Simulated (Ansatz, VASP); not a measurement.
WS2 in VASP and in Ansatz

The input INCAR:

```
SYSTEM = WS2
PREC = Accurate
ENCUT = 520
EDIFF = 1E-7
ISMEAR = 0
SIGMA = 0.05
LREAL = .False.
LASPH = .True.
NELM = 80
ALGO = Normal
ISIF = 2
LWAVE = .False.
LCHARG = .False.
GGA = PE
IVDW = 12
NBANDS = 20
```

Contents of KPOINTS:

```
Automatic mesh
0
Gamma
  12 12 12
  0 0 0
```

The input POSCAR:

```
WS2
1.0
    1.5000503651      0.8660544821      6.1633300000
   -1.5000503651      0.8660544821      6.1633300000
    0.0000000000     -1.7321089641      6.1633300000
W S
1 2
Direct
    0.0000000000      0.0000000000      0.0000000000
    0.7503000000      0.7503000000      0.7503000000
    0.5810000000      0.5810000000      0.5810000000
```

Input for Ansatz:

```yaml
crystal:
  lattice:
    - [1.5000503651, 0.8660544821, 6.16333]
    - [-1.5000503651, 0.8660544821, 6.16333]
    - [0.0, -1.7321089641, 6.16333]
  atoms:
    - { symbol: W, position: [0.0, 0.0, 0.0] }
    - { symbol: S, position: [0.7503, 0.7503, 0.7503] }
    - { symbol: S, position: [0.581, 0.581, 0.581] }
basis:
  ecutwfc: 420
kpoints:
  mp_grid: { grid: [12, 12, 12] }
hamiltonian:
  xc: pbe
  dispersion: d3bj
scf:
  occupations: { method: gaussian, width: 0.05 }
output:
  forces: true
  stress: true
  eigenvalues: true
```

Change from the starting cell: strain -0.050 along x and y, +0.000 along z, atoms carried along.

Alike in both runs: task single point; functional PBE; dispersion D3(BJ); k mesh 12 × 12 × 12; occupations gaussian, width 0.05 eV; no spin polarisation.

```csv
,VASP,Ansatz
version,VASP 6.6.1,Ansatz 0.2.0
potentials or method,"VASP PAW PBE potentials, release 64 (W_sv, S), cutoff 520 eV","scalar-relativistic, plane waves, PAW"
valence electrons in the cell,26,26
```

```tsv
	VASP	Ansatz	Ansatz less VASP
gap on the k mesh at the Fermi level (eV)	1.15	1.13	-0.017
least direct gap on the mesh (eV)	2.55	2.55	-0.004
pressure (GPa)	21.5	21.5	0.00
traceless stress, the component that is largest in VASP (GPa)	-5.98	-5.94	+0.042
rms of the force components (eV/Å)	0.814	0.813	-0.0012
```

Atom by atom the forces differ by 0.001 eV/Å (rms over components).

Spin-orbit coupling is off throughout.
